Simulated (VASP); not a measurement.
ZnS:

```
Zn S
1.0
     0.00000    2.76899    2.76899
     2.76899    0.00000    2.76899
     2.76899    2.76899    0.00000
Zn S
1 1
Cartesian
  1.3845 1.3845 1.3845
  0.0000 0.0000 0.0000
```

This cell differs from its parent crystal: strain +2.8%.

Base run:

- Program: VASP 6.6.1
- Functional: r2SCAN
- Potentials or basis: VASP PAW PBE potentials, release 64 (Zn, S)
- Cutoff: 520 eV
- k mesh: 8 × 8 × 8
- Occupations: gaussian, width 0.01 eV
- Spin: no spin polarisation

Its results: band gap on the k mesh 2.34 eV, direct; pressure -5.3 GPa.

Problem. The run is repeated on the same cell with these changes: functional from r2SCAN to PBE; occupations from gaussian, width 0.01 eV to fermi-dirac, width 0.02 eV. What comes out?

Solution. Band gap on the k mesh 1.80 eV, direct; pressure -3.1 GPa.

Caveats: the PAW data sets were made with another functional, which shifts forces and pressure a little (some runs).

